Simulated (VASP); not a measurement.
A run of VASP 6.6.1:

Contents of INCAR:

```
SYSTEM = Cu3O2
PREC     = Accurate       ! precision mode
ENCUT    = 520            ! plane-wave cutoff, eV
EDIFF    = 1E-6           ! SCF threshold, eV
ISMEAR   = -1             ! smearing method
SIGMA    = 0.05           ! smearing width, eV
LREAL    = .False.        ! projectors in reciprocal space
LASPH    = .True.         ! aspherical terms in the spheres
NELM     = 80             ! most SCF steps
ALGO     = Normal         ! electronic algorithm
ISIF     = 2              ! what is computed and relaxed
LWAVE    = .False.        ! write WAVECAR
LCHARG   = .True.         ! write CHGCAR
GGA      = PS             ! functional
LELF     = .True.         ! ELF
LVHAR    = .True.       
NBANDS   = 30             ! bands
```

KPOINTS

```
regular mesh
0
Gamma
  8 8 8
  0 0 0
```

File POSCAR:

```
Cu3O2
1.0
   -2.0229820000      2.0229820000      3.7470893400
    2.0229820000     -2.0229820000      3.7470893400
    2.0229820000      2.0229820000     -3.7470893400
Cu O
3 2
Direct
    0.0000000000      0.0000000000      0.0000000000
    0.7500000000      0.2500000000      0.5000000000
    0.2500000000      0.7500000000      0.5000000000
    0.5000000000      0.0000000000      0.5000000000
    0.0000000000      0.5000000000      0.5000000000
```

Potentials or basis: VASP PAW PBE potentials, release 64 (Cu, O).

Run with:

```sh
$ cat potpaw_PBE.64/Cu/POTCAR potpaw_PBE.64/O/POTCAR > POTCAR
$ mpirun -np 1 vasp_std > vasp.out
```

Hardware: 1 thread of Intel(R) Xeon(R) Platinum 8488C (Sapphire Rapids), on a shared host.

Q: How long does it take, and how much memory?

A: It took 95 s on 1 thread of Intel(R) Xeon(R) Platinum 8488C (Sapphire Rapids), on a shared host, peak memory 0.25 GiB. Counts: scf iterations 17, k points 59.
